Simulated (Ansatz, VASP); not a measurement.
**Two plane-wave programs on PbSe2I2**

```
Pb Se I
1.0
     0.00000    4.56731    4.20320
     4.53271    0.00000    4.20320
     4.53271    4.56731    0.00000
Pb Se I
1 2 2
Direct
  0.00000 0.00000 0.00000
  0.63354 0.63354 0.36646
  0.36646 0.36646 0.63354
  0.25000 0.25000 0.25000
  0.75000 0.75000 0.75000
```

Alike in both runs: functional PBE; k mesh 4 × 4 × 4; occupations gaussian, width 0.1 eV; no spin polarisation.

Ansatz relaxed the structure, and its values are those at the end. VASP's run is a single point on that final structure, the one shown.

```csv
,VASP,Ansatz
version,VASP 6.6.1,Ansatz 0.2.0
potentials or method,"VASP PAW PBE potentials, release 64 (Pb_d, Se, I), cutoff 520 eV","scalar-relativistic, plane waves, PAW"
valence electrons in the cell,40,80
```

Ansatz gave:

```
gap on the k mesh at the Fermi level (eV) : none
pressure (GPa)                            : 0.1
rms of the force components (eV/Å)        : 0.009
```

Estimate VASP's values.

gap on the k mesh at the Fermi level (eV): none; pressure (GPa): 0.1; rms of the force components (eV/Å): 0.005.

A gap of «none» marks a metal or a gap that the smearing closes. With one functional, cell and mesh, what is left measures potentials, basis and numerics. VASP's potentials hold 40 valence electrons a cell and Ansatz's 80, so a difference there can come from the potentials and not from the codes.

Neither program's run includes spin-orbit coupling.
